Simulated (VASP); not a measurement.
# TaN (P6_3/mmc) in VASP: settings compared

Aim: see how the results for TaN move with the level of theory and the settings. Levels: PBE, RPBE. Tasks: single point.

All numbers are computed with VASP 6.6.1; they aren't measurements. Logs are shortened: lines on timing, memory, paths and dates and some standing lists are left out, and cuts for length are marked.

**1. The cell of the first run**

The structure is hexagonal, space group P6_3/mmc (No. 194). Conventional cell: a = 2.922 Å, b = 2.922 Å, c = 5.917 Å, α = 90.00°, β = 90.00°, γ = 120.00°. Within 3.0 Å of Ta (site symmetry -3m) lie 6 N at 2.24 Å and 8 Ta at 2.92 to 2.96 Å. Within 3.0 Å of N (site symmetry -6m2) lie 6 Ta at 2.24 Å and 6 N at 2.92 Å.

**2. Single point, PBE**

INCAR reads:

```
ALGO = Normal
EDIFF = 1E-6
ENCUT = 520
GGA = PE
ISIF = 2
ISMEAR = 0
LASPH = True
LCHARG = False
LREAL = False
LWAVE = False
NBANDS = 24
NELM = 80
PREC = Accurate
SIGMA = 0.05
```

KPOINTS reads:

```
k-points
0
Gamma
  10 10 5
```

POSCAR reads:

```
TaN
1.0
    2.9217699809      0.0000000000      0.0000000000
   -1.4608849905      2.5303270275      0.0000000000
    0.0000000000      0.0000000000      5.9165150000
Ta N
2 2
Direct
    0.0000000000      0.0000000000      0.5000000000
    0.0000000000      0.0000000000      0.0000000000
    0.3333333333      0.6666666667      0.2500000000
    0.6666666667      0.3333333333      0.7500000000
```

Potentials or basis: VASP PAW PBE potentials, release 64 (Ta_pv, N).

The run is started by

```console
$ cat potpaw_PBE.64/Ta_pv/POTCAR potpaw_PBE.64/N/POTCAR > POTCAR
$ mpirun -np 1 vasp_std > vasp.out
```

OUTCAR:

```text
EDIFF = 1E-6
   ENCUT = 520
   GGA = PE
   ISIF = 2
   ISMEAR = 0
   LASPH = True
   LREAL = False
   NELM = 80
   PREC = Accurate

 ion  position               nearest neighbor table
   1  0.000  0.000  0.500-   3 2.24   4 2.24   4 2.24   3 2.24   4 2.24   3 2.24   2 2.96   2 2.96

   2  0.000  0.000  0.000-   3 2.24   4 2.24   4 2.24   3 2.24   4 2.24   3 2.24   1 2.96   1 2.96

   3  0.333  0.667  0.250-   1 2.24   2 2.24   1 2.24   2 2.24   1 2.24   2 2.24
   4  0.667  0.333  0.750-   1 2.24   2 2.24   1 2.24   2 2.24   1 2.24   2 2.24

  LATTYP: Found a hexagonal cell.
 ALAT       =     2.9217699809
 C/A-ratio  =     2.0249763119

  Lattice vectors:

 A1 = (   2.9217699809,   0.0000000000,   0.0000000000)
 A2 = (  -1.4608849905,   2.5303270275,   0.0000000000)
 A3 = (   0.0000000000,   0.0000000000,   5.9165150000)

Analysis of symmetry for initial positions (statically):
=====================================================================
 Subroutine PRICEL returns:
 Original cell was already a primitive cell.

 Routine SETGRP: Setting up the symmetry group for a
 hexagonal supercell.

 Subroutine GETGRP returns: Found 24 space group operations
 (whereof 12 operations were pure point group operations)
 out of a pool of 24 trial point group operations.

The static configuration has the point symmetry D_3d.
 The point group associated with its full space group is D_6h.

Analysis of symmetry for dynamics (positions and initial velocities):
=====================================================================
 Subroutine PRICEL returns:
 Original cell was already a primitive cell.

 Routine SETGRP: Setting up the symmetry group for a
 hexagonal supercell.

 Subroutine GETGRP returns: Found 24 space group operations
 (whereof 12 operations were pure point group operations)
 out of a pool of 24 trial point group operations.

The dynamic configuration has the point symmetry D_3d.
 The point group associated with its full space group is D_6h.

 Subroutine INISYM returns: Found 24 space group operations
 (whereof 12 operations are pure point group operations),
 and found     1 'primitive' translations

----------------------------------------------------------------------------------------

                                     Primitive cell

  volume of cell :      43.7410

  direct lattice vectors                    reciprocal lattice vectors
     2.921769981  0.000000000  0.000000000     0.342258291  0.197602916  0.000000000
    -1.460884991  2.530327027  0.000000000     0.000000000  0.395205833  0.000000000
     0.000000000  0.000000000  5.916515000     0.000000000  0.000000000  0.169018417

  length of vectors
     2.921769981  2.921769981  5.916515000     0.395205833  0.395205833  0.169018417

  position of ions in fractional coordinates (direct lattice)
     0.000000000  0.000000000  0.500000000
     0.000000000  0.000000000  0.000000000
     0.333333333  0.666666667  0.250000000
     0.666666667  0.333333333  0.750000000

  ion indices of the primitive-cell ions
   primitive index   ion index
                 1           1
                 2           2
                 3           3
                 4           4

----------------------------------------------------------------------------------------

 KPOINTS: k-points

Automatic generation of k-mesh.
 Grid dimensions read from file:
 generate k-points for:   10   10    5

 Generating k-lattice:

  Cartesian coordinates                     Fractional coordinates (reciprocal lattice)
     0.034225829  0.019760292  0.000000000     0.100000000  0.000000000  0.000000000
     0.000000000  0.039520583  0.000000000     0.000000000  0.100000000  0.000000000
     0.000000000  0.000000000  0.033803683     0.000000000  0.000000000  0.200000000

  Length of vectors
     0.039520583  0.039520583  0.033803683

  Shift w.r.t. Gamma in fractional coordinates (k-lattice)
     0.000000000  0.000000000  0.000000000

 Subroutine IBZKPT returns following result:
 ===========================================

 Found     42 irreducible k-points:

 Following reciprocal coordinates:
            Coordinates               Weight
  0.000000  0.000000  0.000000      1.000000
  0.100000  0.000000  0.000000      6.000000
  0.200000  0.000000  0.000000      6.000000
  0.300000  0.000000  0.000000      6.000000
  0.400000  0.000000  0.000000      6.000000
  0.500000  0.000000  0.000000      3.000000
[... 16 lines left out ...]
  0.300000  0.100000  0.200000     24.000000
  0.400000  0.100000  0.200000     24.000000
 [... further k-points ...]
   k-points           NKPTS =     42   k-points in BZ     NKDIM =     42   number of bands    NBANDS=     24
   number of dos      NEDOS =    301   number of ions     NIONS =      4
   total plane-waves  NPLWV =  27648
   dimension x,y,z NGX =    24 NGY =   24 NGZ =   48
   dimension x,y,z NGXF=    48 NGYF=   48 NGZF=   96
   ions per type =               2   2
   NGX,Y,Z   is equivalent  to a cutoff of  13.66, 13.66, 13.49 a.u.
   NGXF,Y,Z  is equivalent  to a cutoff of  27.31, 27.31, 26.97 a.u.
 SYSTEM =  unknown system
   PREC   = accura    normal or accurate (medium, high low for compatibility)
   ISTART =      0    job   : 0-new  1-cont  2-samecut
   ICHARG =      2    charge: 1-file 2-atom 10-const
   ISPIN  =      1    spin polarized calculation?
   LNONCOLLINEAR =      F non collinear calculations
   LSORBIT =      F    spin-orbit coupling
   LASPH  =      T    aspherical Exc in radial PAW
   ENCUT  =  520.0 eV  38.22 Ry    6.18 a.u.   5.43  5.43 11.00*2*pi/ulx,y,z
   NELM   =     80;   NELMIN=  2; NELMDL= -5     # of ELM steps
   EDIFF  = 0.1E-05   stopping-criterion for ELM
   LREAL  =      F    real-space projection
   EDIFFG = 0.1E-04   stopping-criterion for IOM
   NSW    =      0    number of steps for IOM
   IBRION =     -1    ionic relax: 0-MD 1-quasi-New 2-CG
   NFREE  =      0    steps in history (QN), initial steepest desc. (CG)
   ISIF   =      2    stress and relaxation
   ISYM   =      2    0-nonsym 1-usesym 2-fastsym
   POTIM  = 0.5000    time-step for ionic-motion
   TEBEG  =    0.0;   TEEND  =   0.0 temperature during run
   PSTRESS=    0.0 pullay stress
   NELECT =      32.0000    total number of electrons
   NUPDOWN=      -1.0000    fix difference up-down
   EMIN   =  10.00;   EMAX   =-10.00  energy-range for DOS
   EFERMI =   0.00;   METHOD = LEGACY
   ISMEAR =     0;   SIGMA  =   0.05  broadening in eV -4-tet -1-fermi 0-gaus
   EFERMI_NEDOS =   21; number of points for ismear=-14 and -15
   IALGO  =     38    algorithm
   IMIX   =      4    mixing-type and parameters
     AMIX     =   0.40;   BMIX     =  1.00
     AMIX_MAG =   1.60;   BMIX_MAG =  1.00
  volume/ion in A,a.u.               =      10.94        73.79
  Fermi-wavevector in a.u.,A,eV,Ry     =   1.475124  2.787581 29.606163  2.175992
  Thomas-Fermi vector in A             =   2.589812
   LORBIT       =      0    0 simple, 1 ext, 2 COOP (PROOUT), +10 PAW based schemes
   GGA     = PE    functional components
   LHFCALC =     F    Hartree Fock is set to
   AEXX    =    0.0000 exact exchange contribution
   IVDW    =     0    specifies the selected vdW correction
   LEPSILON=     F    determine dielectric tensor
   LRPA    =     F    only Hartree local field effects (RPA)
 non-spin polarized calculation
 Gauss-broadening in eV      SIGMA  =   0.05
  energy-cutoff  :      520.00
  volume of cell :       43.74
 maximum number of plane-waves:      1223
 NGX is ok and might be reduce to    24
   NGX = 11   NGY = 11   NGZ = 23

 number of electron      32.0000005 magnetization

 Free energy of the ion-electron system (eV)
  ---------------------------------------------------
  ext. energy  EPLUGINS =         0.00000000
  ---------------------------------------------------
  free energy    TOTEN  =       -44.02427131 eV

  energy without entropy =      -44.02253909  energy(sigma->0) =      -44.02340520

 E-fermi :   8.1015     XC(G=0): -13.2678

 val. band max:        8.0826000458   @ k =   0.1000   0.1000   0.4000
 cond. band min:       8.1264378002   @ k =   0.1000   0.0000   0.2000
 fundamental gap:      0.0438377545
 Fermi energy:         8.1015431868

 k-point     1 :       0.0000    0.0000    0.0000
  band No.  band energies     occupation
      1     -27.4991      2.00000
      2     -26.7563      2.00000
      3     -26.5044      2.00000
      4     -26.5044      2.00000
      5     -26.4440      2.00000
      6     -26.4440      2.00000
[... 16 lines left out ...]
     23      12.0410      0.00000
     24      14.0602      0.00000

 k-point     2 :       0.1000    0.0000    0.0000
  band No.  band energies     occupation
      1     -27.4745      2.00000
      2     -26.7419      2.00000
      3     -26.6143      2.00000
      4     -26.5448      2.00000
      5     -26.5280      2.00000
      6     -26.4661      2.00000
[... 16 lines left out ...]
     23      12.1874      0.00000
     24      13.7346      0.00000

 k-point     3 :       0.2000    0.0000    0.0000
  band No.  band energies     occupation
      1     -27.4098      2.00000
      2     -26.8925      2.00000
      3     -26.8021      2.00000
      4     -26.7036      2.00000
      5     -26.5892      2.00000
      6     -26.5236      2.00000
[... 16 lines left out ...]
     23      12.9517      0.00000
     24      13.9749      0.00000

 k-point     4 :       0.3000    0.0000    0.0000
  band No.  band energies     occupation
      1     -27.3302      2.00000
      2     -27.2182      2.00000
      3     -27.1069      2.00000
      4     -26.6638      2.00000
      5     -26.6562      2.00000
      6     -26.5938      2.00000
[... 16 lines left out ...]
     23      13.9754      0.00000
     24      15.0458      0.00000

 k-point     5 :       0.4000    0.0000    0.0000
  band No.  band energies     occupation
      1     -27.4753      2.00000
      2     -27.3442      2.00000
      3     -27.2594      2.00000
      4     -26.7233      2.00000
      5     -26.6499      2.00000
      6     -26.6175      2.00000
[... 16 lines left out ...]
     23      14.7925      0.00000
     24      15.3730      0.00000

 k-point     6 :       0.5000    0.0000    0.0000
  band No.  band energies     occupation
      1     -27.5690      2.00000
      2     -27.4328      2.00000
      3     -27.2340      2.00000
      4     -26.7459      2.00000
      5     -26.6712      2.00000
      6     -26.6027      2.00000
[... 16 lines left out ...]
     23      14.3086      0.00000
     24      15.7301      0.00000
[... 379 lines left out ...]
 k-point    21 :       0.1000    0.1000    0.2000
  band No.  band energies     occupation
      1     -27.3657      2.00000
      2     -26.8068      2.00000
      3     -26.7731      2.00000
      4     -26.7238      2.00000
      5     -26.5724      2.00000
      6     -26.5198      2.00000
[... 16 lines left out ...]
     23      13.1458      0.00000
     24      13.7759      0.00000

 k-point    22 :       0.2000    0.1000    0.2000
  band No.  band energies     occupation
      1     -27.2959      2.00000
      2     -27.0738      2.00000
      3     -26.9878      2.00000
      4     -26.7408      2.00000
      5     -26.6594      2.00000
      6     -26.6022      2.00000
[... 16 lines left out ...]
     23      13.4008      0.00000
     24      14.5313      0.00000

 k-point    23 :       0.3000    0.1000    0.2000
  band No.  band energies     occupation
      1     -27.3431      2.00000
      2     -27.2493      2.00000
      3     -27.2149      2.00000
      4     -26.7464      2.00000
      5     -26.6964      2.00000
      6     -26.6830      2.00000
[... 16 lines left out ...]
     23      14.0944      0.00000
     24      15.0511      0.00000

 k-point    24 :       0.4000    0.1000    0.2000
  band No.  band energies     occupation
      1     -27.5025      2.00000
      2     -27.3955      2.00000
      3     -27.1768      2.00000
      4     -26.7996      2.00000
      5     -26.7352      2.00000
      6     -26.6659      2.00000
[... 16 lines left out ...]
     23      14.3266      0.00000
     24      15.7115      0.00000

 [... further k-points ...]

------------------------ aborting loop because EDIFF is reached ----------------------------------------

  FORCE on cell =-STRESS in cart. coord.  units (eV):
  Direction    XX          YY          ZZ          XY          YZ          ZX
  --------------------------------------------------------------------------------------
  -------------------------------------------------------------------------------------
  Total       -0.1232314     -0.1232314     -0.0642218      0.0000000     -0.0000000     -0.0000000
  in kB       -4.5138113     -4.5138113     -2.3523625      0.0000000     -0.0000000     -0.0000000
  external PRESSURE =      -3.7933284 kB  Pullay stress =       0.0000000 kB

 VOLUME and BASIS-vectors are now :
 -----------------------------------------------------------------------------
  energy-cutoff  :      520.00
  volume of cell :       43.74
      direct lattice vectors                 reciprocal lattice vectors
     2.921769981  0.000000000  0.000000000     0.342258291  0.197602916  0.000000000
    -1.460884991  2.530327027  0.000000000     0.000000000  0.395205833  0.000000000
     0.000000000  0.000000000  5.916515000     0.000000000  0.000000000  0.169018417

 POSITION                                       TOTAL-FORCE (eV/Angst)
 -----------------------------------------------------------------------------------
      0.00000      0.00000      2.95826         0.000000     -0.000000      0.000000
      0.00000      0.00000      0.00000         0.000000     -0.000000      0.000000
     -0.00000      1.68688      1.47913        -0.000000     -0.000000      0.000000
      1.46088      0.84344      4.43739        -0.000000      0.000000     -0.000000
 -----------------------------------------------------------------------------------
    total drift:                               -0.000000      0.000000      0.000000

  FREE ENERGIE OF THE ION-ELECTRON SYSTEM (eV)
  ---------------------------------------------------
  free  energy   TOTEN  =       -44.0242713112 eV

  energy  without entropy=      -44.0225390876  energy(sigma->0) =      -44.02340520
```

It took 43 s on 1 thread of Intel Xeon 6455B, shared host; peak memory 0.19 GiB.

What came out:

| Property | Result |
| --- | --- |
| Free energy | -44.0243 eV |
| Pressure | -0.4 GPa |
| Band gap on the k mesh | zero (band 16 reaches 8.71 eV, above the bottom of band 17 at 7.89 eV) |

Stress tensor (GPa, compression positive):
```
-0.45  0.00  0.00
 0.00 -0.45  0.00
 0.00  0.00 -0.24
```

Levels at points of the mesh, in eV from the Fermi level:
```csv
k point,band 12,band 13,band 14,band 15,band 16,band 17,band 18,band 19,band 20,band 21
"(0.00, 0.00, 0.00)",-4.27,-3.48,-1.98,-1.98,-0.21,-0.21,0.57,0.57,2.35,3.10
"(0.50, 0.00, 0.00)",-5.36,-4.13,-3.68,-2.79,-2.10,2.85,3.94,4.81,5.13,5.41
```

Caveat: spin-orbit coupling is left out, which moves the levels of the heavy elements.

**3. Single point, RPBE**

INCAR reads:

```
  ALGO = Normal
  EDIFF = 1E-7
  ENCUT = 520
  GGA = RP
  ISIF = 2
  ISMEAR = 0
  LASPH = True
  LCHARG = True
  LELF = True
  LREAL = False
  LVHAR = True
  LWAVE = False
  NBANDS = 24
  NELM = 60
  PREC = Accurate
  SIGMA = 0.02
```

KPOINTS is that of step 2.

POSCAR is that of step 2.

Potentials or basis: VASP PAW PBE potentials, release 64 (Ta_pv, N).

The run is started by

```console
$ cat potpaw_PBE.64/Ta_pv/POTCAR potpaw_PBE.64/N/POTCAR > POTCAR
$ mpirun -np 1 vasp_std > vasp.out
```

Run time: 54 s. Hardware: 1 thread of Intel Xeon 6455B, shared host; peak memory 0.19 GiB.

Results (log left out):

- Free energy: -41.9431 eV
- Pressure: 4.2 GPa
- Band gap on the k mesh: zero (band 16 reaches 8.81 eV, above the bottom of band 17 at 8.00 eV)

Stress tensor (GPa, compression positive):
```
3.89 0.00 0.00
0.00 3.89 0.00
0.00 0.00 4.88
```

Levels at points of the mesh, in eV from the Fermi level:
| k point | band 13 | band 14 | band 15 | band 16 | band 17 | band 18 | band 19 | band 20 |
| --- | --- | --- | --- | --- | --- | --- | --- | --- |
| (0.00, 0.00, 0.00) | -3.48 | -1.98 | -1.98 | -0.20 | -0.20 | 0.58 | 0.58 | 2.36 |
| (0.50, 0.00, 0.00) | -4.14 | -3.67 | -2.80 | -2.09 | 2.86 | 3.94 | 4.81 | 5.14 |

Caveat: the PAW data sets were made with another functional, which shifts forces and pressure a little; spin-orbit coupling is left out, which moves the levels of the heavy elements.
